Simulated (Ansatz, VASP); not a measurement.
Two plane-wave programs on Ge

```
CELL_PARAMETERS angstrom
0.00000 2.83601 2.83601
2.83601 0.00000 2.83601
2.83601 2.83601 0.00000
ATOMIC_POSITIONS crystal
Ge 0.50000 0.50000 0.50000
Ge 0.75000 0.75000 0.75000
```

Alike in both runs: task single point; functional r2SCAN; k mesh 3 × 3 × 3; occupations fermi-dirac, width 0.05 eV; no spin polarisation.

|  | VASP | Ansatz |
| --- | --- | --- |
| version | VASP 6.6.1 | Ansatz 0.2.0 |
| potentials or method | VASP PAW PBE potentials, release 64 (Ge_d), cutoff 520 eV | plane waves (500 eV) with PAW, scalar-relativistic |
| valence electrons in the cell | 28 | 28 |

```csv
,VASP,Ansatz,Ansatz less VASP
pressure (GPa),1.1,1.0,-0.11
```

VASP's potentials were made for PBE, not for r2SCAN.

The k mesh is coarse, so the values compare programs but aren't converged.
